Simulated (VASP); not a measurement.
# H8C2O in VASP: a series of runs

The runs below take H8C2O through single point, with PBE+D3(BJ).

Program: VASP 6.6.1. These are calculated values, not measurements. Logs are shortened: lines on timing, memory, paths and dates and some standing lists are left out, and cuts for length are marked.

## (1) The cell of the first run

The cell holds a disordered packing, 33 atoms: a = 6.730 Å, b = 6.730 Å, c = 6.730 Å, α = 90.00°, β = 90.00°, γ = 90.00°.

## (2) Single point, PBE+D3(BJ)

The input, INCAR:

```
SYSTEM = H8C2O
PREC = Accurate
ENCUT = 520
EDIFF = 1E-6
ISMEAR = -1
SIGMA = 0.05
LREAL = Auto
LASPH = .True.
NELM = 80
ALGO = Normal
ISIF = 2
LWAVE = .False.
LCHARG = .False.
GGA = PE
IVDW = 12
NBANDS = 55
```

The input, KPOINTS:

```
regular mesh
0
Gamma
  1 1 1
  0 0 0
```

The input, POSCAR:

```
H8C2O
1.0
    6.7298440000      0.0000000000      0.0000000000
    0.0000000000      6.7298440000      0.0000000000
    0.0000000000      0.0000000000      6.7298440000
H C O
24 6 3
Direct
   -0.1412357560      0.8180434398      0.5050342499
   -0.2154331711      0.8867506781      0.5508033359
    1.0745077403      0.5162161789      0.6640729513
    1.0925252365      0.4871498725      0.5555528642
    0.1281662037      0.8108229395      0.7760637721
    0.1334179348      0.9089375180      0.8311069071
    0.4368887518      0.0952158924      0.6104639521
    0.5219703437      0.3327287702      0.8629435212
    0.6580345362      0.3500279829      0.6343005905
    0.8821198257      0.3427439295      0.9446397383
    0.7997257231      0.0964146099      0.9879832485
    0.9348858957      0.1550721188      0.7671243878
    0.3367726442      0.7663107236     -0.0482587893
    0.6174671155      0.8701747604      0.1340284479
    0.6737590909      0.7015480002     -0.0629836903
    0.8359882867      0.5912881822      0.2549030613
    0.6017514668      0.5896945253      0.3761228390
    0.6550591655      0.4167196051      0.1821422212
    0.2296294477      0.4926201001      0.1633676411
    0.4088771069      0.2745051035      0.3555844089
    0.3605240369      0.1809858784      0.1136811914
    0.2856104735     -0.0775489148      0.3704105843
    0.1112581150      0.0877095272      0.4884498509
    0.0630122473     -0.0072085536      0.2477879240
    0.8218493489      0.2098329560      0.8722396324
    0.6289674865      0.2527478682      0.7645678153
    0.6762697067      0.5701593886      0.2320012069
    0.5965195537      0.7157142338      0.0814894165
    0.1815339216      0.0473901201      0.3458195012
    0.2885921150      0.2243045649      0.2555300972
    0.5440698053      0.0654636953      0.7022111989
    0.3871073111      0.6776832140      0.0539443113
    0.1512233897      0.3840468911      0.2230683110
```

Potentials or basis: VASP PAW PBE potentials, release 64 (H, C, O).

Run with:

```console
$ cat potpaw_PBE.64/H/POTCAR potpaw_PBE.64/C/POTCAR potpaw_PBE.64/O/POTCAR > POTCAR
$ mpirun -np 1 vasp_gam > vasp.out
```

OUTCAR:

```text
SYSTEM = H8C2O
   PREC = Accurate
   ENCUT = 520
   EDIFF = 1E-6
   ISMEAR = -1
   LREAL = Auto
   LASPH = .True.
   NELM = 80
   ISIF = 2
   GGA = PE
   IVDW = 12
 IVDW          = 12

 ion  position               nearest neighbor table
   1  0.859  0.818  0.505-   2 0.75
   2  0.785  0.887  0.551-   1 0.75
   3  0.075  0.516  0.664-   4 0.77
   4  0.093  0.487  0.556-   3 0.77
   5  0.128  0.811  0.776-   6 0.76
   6  0.133  0.909  0.831-   5 0.76
[... 16 lines left out ...]
  23  0.111  0.088  0.488-  29 1.10
  24  0.063  0.993  0.248-  29 1.10
  25  0.822  0.210  0.872-  10 1.10  11 1.10  12 1.10  26 1.51
  26  0.629  0.253  0.765-   9 1.11   8 1.12  31 1.45  25 1.51
  27  0.676  0.570  0.232-  18 1.10  16 1.10  17 1.10  28 1.51
  28  0.597  0.716  0.081-  15 1.11  14 1.11  32 1.44  27 1.51
  29  0.182  0.047  0.346-  24 1.10  23 1.10  22 1.11  30 1.52
  30  0.289  0.224  0.256-  20 1.11  21 1.11  33 1.43  29 1.52
  31  0.544  0.065  0.702-   7 0.97  26 1.45
  32  0.387  0.678  0.054-  13 0.97  28 1.44
  33  0.151  0.384  0.223-  19 0.99  30 1.43

  LATTYP: Found a simple cubic cell.
 ALAT       =     6.7298440000

  Lattice vectors:

 A1 = (   6.7298440000,   0.0000000000,   0.0000000000)
 A2 = (   0.0000000000,   6.7298440000,   0.0000000000)
 A3 = (   0.0000000000,   0.0000000000,   6.7298440000)

Analysis of symmetry for initial positions (statically):
=====================================================================
 Subroutine PRICEL returns:
 Original cell was already a primitive cell.

 Routine SETGRP: Setting up the symmetry group for a
 simple cubic supercell.

 Subroutine GETGRP returns: Found  1 space group operations
 (whereof  1 operations were pure point group operations)
 out of a pool of 48 trial point group operations.

The static configuration has the point symmetry C_1 .

Analysis of symmetry for dynamics (positions and initial velocities):
=====================================================================
 Subroutine PRICEL returns:
 Original cell was already a primitive cell.

 Routine SETGRP: Setting up the symmetry group for a
 simple cubic supercell.

 Subroutine GETGRP returns: Found  1 space group operations
 (whereof  1 operations were pure point group operations)
 out of a pool of 48 trial point group operations.

The dynamic configuration has the point symmetry C_1 .

 Subroutine INISYM returns: Found  1 space group operations
 (whereof  1 operations are pure point group operations),
 and found     1 'primitive' translations

----------------------------------------------------------------------------------------

                                     Primitive cell

  volume of cell :     304.8000

  direct lattice vectors                    reciprocal lattice vectors
     6.729844000  0.000000000  0.000000000     0.148591854  0.000000000  0.000000000
     0.000000000  6.729844000  0.000000000     0.000000000  0.148591854  0.000000000
     0.000000000  0.000000000  6.729844000     0.000000000  0.000000000  0.148591854

  length of vectors
     6.729844000  6.729844000  6.729844000     0.148591854  0.148591854  0.148591854

  position of ions in fractional coordinates (direct lattice)
     0.858764244  0.818043440  0.505034250
     0.784566829  0.886750678  0.550803336
     0.074507740  0.516216179  0.664072951
     0.092525237  0.487149872  0.555552864
     0.128166204  0.810822939  0.776063772
     0.133417935  0.908937518  0.831106907
[... 25 lines left out ...]
     0.387107311  0.677683214  0.053944311
     0.151223390  0.384046891  0.223068311

  ion indices of the primitive-cell ions
   primitive index   ion index
                 1           1
                 2           2
                 3           3
                 4           4
                 5           5
                 6           6
[... 25 lines left out ...]
                32          32
                33          33

----------------------------------------------------------------------------------------

 KPOINTS: regular mesh

Automatic generation of k-mesh.
 Grid dimensions read from file:
 generate k-points for:    1    1    1

 Generating k-lattice:

  Cartesian coordinates                     Fractional coordinates (reciprocal lattice)
     0.148591854  0.000000000  0.000000000     1.000000000  0.000000000  0.000000000
     0.000000000  0.148591854  0.000000000     0.000000000  1.000000000  0.000000000
     0.000000000  0.000000000  0.148591854     0.000000000  0.000000000  1.000000000

  Length of vectors
     0.148591854  0.148591854  0.148591854

  Shift w.r.t. Gamma in fractional coordinates (k-lattice)
     0.000000000  0.000000000  0.000000000

 Subroutine IBZKPT returns following result:
 ===========================================

 Found      1 irreducible k-points:

 Following reciprocal coordinates:
            Coordinates               Weight
  0.000000  0.000000  0.000000      1.000000
   k-points           NKPTS =      1   k-points in BZ     NKDIM =      1   number of bands    NBANDS=     55
   number of dos      NEDOS =    301   number of ions     NIONS =     33
   total plane-waves  NPLWV = 125000
   dimension x,y,z NGX =    50 NGY =   50 NGZ =   50
   dimension x,y,z NGXF=   100 NGYF=  100 NGZF=  100
   ions per type =              24   6   3
   NGX,Y,Z   is equivalent  to a cutoff of  12.35, 12.35, 12.35 a.u.
   NGXF,Y,Z  is equivalent  to a cutoff of  24.70, 24.70, 24.70 a.u.
 SYSTEM =  H8C2O
   PREC   = accura    normal or accurate (medium, high low for compatibility)
   ISTART =      0    job   : 0-new  1-cont  2-samecut
   ICHARG =      2    charge: 1-file 2-atom 10-const
   ISPIN  =      1    spin polarized calculation?
   LNONCOLLINEAR =      F non collinear calculations
   LSORBIT =      F    spin-orbit coupling
   LASPH  =      T    aspherical Exc in radial PAW
   ENCUT  =  520.0 eV  38.22 Ry    6.18 a.u.  12.51 12.51 12.51*2*pi/ulx,y,z
   NELM   =     80;   NELMIN=  2; NELMDL= -5     # of ELM steps
   EDIFF  = 0.1E-05   stopping-criterion for ELM
   LREAL  =      T    real-space projection
   EDIFFG = 0.1E-04   stopping-criterion for IOM
   NSW    =      0    number of steps for IOM
   IBRION =     -1    ionic relax: 0-MD 1-quasi-New 2-CG
   NFREE  =      0    steps in history (QN), initial steepest desc. (CG)
   ISIF   =      2    stress and relaxation
   ISYM   =      2    0-nonsym 1-usesym 2-fastsym
   POTIM  = 0.5000    time-step for ionic-motion
   TEBEG  =    0.0;   TEEND  =   0.0 temperature during run
   PSTRESS=    0.0 pullay stress
   NELECT =      66.0000    total number of electrons
   NUPDOWN=      -1.0000    fix difference up-down
   EMIN   =  10.00;   EMAX   =-10.00  energy-range for DOS
   EFERMI =   0.00;   METHOD = LEGACY
   ISMEAR =    -1;   SIGMA  =   0.05  broadening in eV -4-tet -1-fermi 0-gaus
   EFERMI_NEDOS =   21; number of points for ismear=-14 and -15
   IALGO  =     38    algorithm
   IMIX   =      4    mixing-type and parameters
     AMIX     =   0.40;   BMIX     =  1.00
     AMIX_MAG =   1.60;   BMIX_MAG =  1.00
  volume/ion in A,a.u.               =       9.24        62.33
  Fermi-wavevector in a.u.,A,eV,Ry     =   0.983070  1.857733 13.149035  0.966427
  Thomas-Fermi vector in A             =   2.114200
   LORBIT       =      0    0 simple, 1 ext, 2 COOP (PROOUT), +10 PAW based schemes
   GGA     = PE    functional components
   LHFCALC =     F    Hartree Fock is set to
   AEXX    =    0.0000 exact exchange contribution
   IVDW    =    12    specifies the selected vdW correction
   LEPSILON=     F    determine dielectric tensor
   LRPA    =     F    only Hartree local field effects (RPA)
 non-spin polarized calculation
  energy-cutoff  :      520.00
  volume of cell :      304.80
 maximum number of plane-waves:      4109
 NGX is ok and might be reduce to    50
   NGX = 25   NGY = 25   NGZ = 25

 number of electron      66.0000014 magnetization

 Free energy of the ion-electron system (eV)
  ---------------------------------------------------
  ext. energy  EPLUGINS =         0.00000000
  ---------------------------------------------------
  free energy    TOTEN  =      -161.26390169 eV

  energy without entropy =     -161.26390169  energy(sigma->0) =     -161.26390169

 E-fermi :  -1.4940     XC(G=0):  -6.9083

 val. band max:       -2.7379063530   @ k =   0.0000   0.0000   0.0000
 cond. band min:       2.7061198955   @ k =   0.0000   0.0000   0.0000
 fundamental gap:      5.4440262485
 Fermi energy:        -1.4940181187

 k-point     1 :       0.0000    0.0000    0.0000
  band No.  band energies     occupation
      1     -22.5063      2.00000
      2     -22.2182      2.00000
      3     -21.7711      2.00000
      4     -15.4640      2.00000
      5     -15.2660      2.00000
      6     -15.1717      2.00000
[... 37 lines left out ...]
     44       5.7299      0.00000
     45       6.0969      0.00000
 [bands above 45 left out]

------------------------ aborting loop because EDIFF is reached ----------------------------------------

 Edisp (eV)   -1.29792

 E8    (eV) :    -0.2786

  FORCE on cell =-STRESS in cart. coord.  units (eV):
  Direction    XX          YY          ZZ          XY          YZ          ZX
  --------------------------------------------------------------------------------------
  -------------------------------------------------------------------------------------
  Total      -0.01569    -0.37979    -0.70686     0.16210     0.16138     0.53970
  in kB      -0.08250    -1.99634    -3.71559     0.85210     0.84829     2.83690
  external pressure =       -1.93 kB  Pullay stress =        0.00 kB

 VOLUME and BASIS-vectors are now :
 -----------------------------------------------------------------------------
  energy-cutoff  :      520.00
  volume of cell :      304.80
      direct lattice vectors                 reciprocal lattice vectors
     6.729844000  0.000000000  0.000000000     0.148591854  0.000000000  0.000000000
     0.000000000  6.729844000  0.000000000     0.000000000  0.148591854  0.000000000
     0.000000000  0.000000000  6.729844000     0.000000000  0.000000000  0.148591854

 POSITION                                       TOTAL-FORCE (eV/Angst)
 -----------------------------------------------------------------------------------
      5.77935      5.50530      3.39880         0.115405     -0.096058     -0.042120
      5.28001      5.96769      3.70682        -0.113705      0.072466      0.077407
      0.50143      3.47405      4.46911         0.091101     -0.125735     -0.272498
      0.62268      3.27844      3.73878        -0.040612      0.092492      0.262249
      0.86254      5.45671      5.22279        -0.015901      0.173203      0.063404
      0.89788      6.11701      5.59322        -0.027513     -0.144988     -0.074777
[... 25 lines left out ...]
      2.60517      4.56070      0.36304         0.175833     -0.049335      0.078637
      1.01771      2.58458      1.50121         0.186112     -0.161929     -0.025472
 -----------------------------------------------------------------------------------
    total drift:                                0.003515     -0.002658     -0.009991

  FREE ENERGIE OF THE ION-ELECTRON SYSTEM (eV)
  ---------------------------------------------------
  free  energy   TOTEN  =      -162.5618186355 eV

  energy  without entropy=     -162.5618186354  energy(sigma->0) =     -162.56181864
```

Wall time 17 s (1 thread of Intel Xeon 6975P-C (Granite Rapids), shared host); peak memory 0.33 GiB.

Results:

```yaml
Free_energy: -162.5618 eV
Pressure: -0.2 GPa
Largest_force: 0.341 eV/Å
Band_gap_on_the_k_mesh: 5.44 eV
Dispersion_energy_per_atom: -0.039 eV
```

Forces in eV/Å, atoms in the order of the input:
```
H    0.115 -0.096 -0.042
H   -0.114  0.072  0.077
H    0.091 -0.126 -0.272
H   -0.041  0.092  0.262
H   -0.016  0.173  0.063
H   -0.028 -0.145 -0.075
H   -0.129 -0.042 -0.090
H    0.211 -0.158 -0.216
H   -0.072 -0.193  0.171
H   -0.011 -0.021 -0.017
H    0.013  0.110 -0.072
H   -0.102  0.016  0.089
H   -0.033  0.079 -0.084
H   -0.021 -0.057 -0.006
H   -0.006  0.012  0.075
H    0.013 -0.003 -0.002
H    0.003  0.006 -0.013
H    0.000 -0.048 -0.014
H   -0.033  0.074 -0.018
H    0.001 -0.007  0.001
H   -0.084 -0.002  0.118
H   -0.167  0.188 -0.032
H    0.073 -0.021 -0.141
H   -0.003  0.012 -0.024
C    0.055 -0.056 -0.047
C   -0.085  0.277  0.055
C    0.005  0.050  0.085
C   -0.015  0.030 -0.019
C    0.094 -0.031  0.135
C   -0.107 -0.075 -0.092
O    0.031  0.099  0.092
O    0.176 -0.049  0.079
O    0.186 -0.162 -0.025
```

Caveat: the k points lie up to 0.93 Å⁻¹ apart.

## (3) Single point, PBE+D3(BJ)

This run uses another cell than the first one, of 9.52 Å³/atom.

The input, INCAR:

```
SYSTEM = H8C2O
  PREC = Accurate
  ENCUT = 520
  EDIFF = 1E-7
  ISMEAR = -1
  SIGMA = 0.05
  LREAL = Auto
  LASPH = .True.
  NELM = 60
  ALGO = Normal
  ISIF = 2
  LWAVE = .False.
  LCHARG = .False.
  GGA = PE
  IVDW = 12
  NBANDS = 55
```

KPOINTS is that of step 2.

The input, POSCAR:

```
H8C2O
1.0
    6.8511310000     -0.1585540000     -0.1749250000
   -0.1585540000      6.9616560000      0.1833870000
   -0.1749250000      0.1833870000      6.6004390000
H C O
24 6 3
Direct
   -0.2107297929      1.0149319608      0.4655770265
   -0.2728072106      0.9293471380      0.4419628778
    1.1927481318      0.3626327491      0.6161316444
    1.1881346892      0.3493840620      0.4989004467
    0.0691063365      0.7421782504      0.7665069828
    0.0976176441      0.7151183333      0.6574611720
    0.3545886867      0.0933607519      0.6907578841
    0.5368327232      0.3771842810      0.8015277121
    0.5795852953      0.3057114719      0.5547692279
    0.9118944570      0.3373350843      0.7387312069
    0.8330942904      0.2020158764      0.9593122417
    0.8517009799      0.0923401320      0.7121571481
    0.4200672453      0.8110549764     -0.0735188487
    0.7022746756      0.8799314778      0.1192462204
    0.7238834404      0.6617716101     -0.0171859780
    0.8439151026      0.6040380208      0.3310005787
    0.5952294479      0.6373310668      0.4198572669
    0.6572923889      0.4588958957      0.2368814149
    0.2489787795      0.5205333194      0.1357930236
    0.4316433685      0.2588136328      0.2550197283
    0.3463498981      0.2233834974      0.0266981676
    0.2536632046     -0.0824409907      0.2238170282
    0.1464597706      0.0470732055      0.4210457610
    0.0463222765      0.0440490185      0.1553570765
    0.8050555768      0.2173104212      0.7939733161
    0.5940454319      0.2542203476      0.7230265578
    0.6826670615      0.5998160545      0.2940587844
    0.6469854661      0.7334814676      0.1005331565
    0.1870571609      0.0520112783      0.2561470202
    0.2926577977      0.2353677448      0.1813257846
    0.4831427368      0.0693353557      0.7722211417
    0.4422232607      0.7186155325      0.0439624027
    0.1733060881      0.4064864329      0.1851802948
```

Potentials or basis: VASP PAW PBE potentials, release 64 (H, C, O).

Run with:

```console
$ cat potpaw_PBE.64/H/POTCAR potpaw_PBE.64/C/POTCAR potpaw_PBE.64/O/POTCAR > POTCAR
$ mpirun -np 1 vasp_gam > vasp.out
```

Wall time 23 s (1 thread of Intel Xeon 6975P-C (Granite Rapids), shared host); peak memory 0.32 GiB.

The run converged. Its results:

```
Free energy                : -161.6968 eV
Pressure                   : -2.2 GPa
Largest force              : 3.013 eV/Å
Band gap on the k mesh     : 5.40 eV
Dispersion energy per atom : -0.038 eV
```

Forces on the atoms (eV/Å):
```
H    0.236  0.380 -0.070
H   -0.303 -0.369 -0.135
H    0.035 -0.135 -0.525
H    0.000  0.311  0.788
H    0.288 -0.283 -0.998
H   -0.294  0.314  1.008
H    1.378 -0.652  1.022
H    0.019 -0.597  0.006
H    0.091 -0.964  1.151
H   -0.981 -0.541  0.447
H   -0.225 -0.184 -0.149
H   -0.141  0.215  0.832
H    0.137 -0.230  0.447
H   -0.031  0.494 -0.082
H    0.203  0.630 -0.014
H   -0.633  0.246  0.274
H    0.111 -0.309 -0.010
H   -0.572 -0.934  0.358
H    0.405 -0.113 -0.101
H    1.094  0.388  1.512
H   -0.865 -0.257  0.055
H    0.557  0.318  0.186
H    0.305  0.064 -1.120
H    0.614 -0.008  0.999
C    0.920  0.877 -1.304
C    0.544  0.139  0.065
C    1.145  1.244 -1.048
C    0.163 -1.833  0.361
C   -2.007  0.072 -0.316
C   -0.201  0.564 -1.472
O   -1.657  1.738 -1.820
O   -0.368  0.598 -0.444
O    0.032 -1.184  0.095
```

Stress tensor (GPa, compression positive):
```
-1.18  0.96  0.17
 0.96 -2.54  1.35
 0.17  1.35 -2.88
```

Levels at points of the mesh, in eV from the valence-band top:
```
           k point  band 31  band 32  band 33  band 34  band 35  band 36
(0.00, 0.00, 0.00)    -0.81    -0.58     0.00     5.40     5.76     6.18
```

Caveat: the k points lie up to 0.95 Å⁻¹ apart; the atoms stand as in a frame of molecular dynamics.

[end of part 1 of 2]
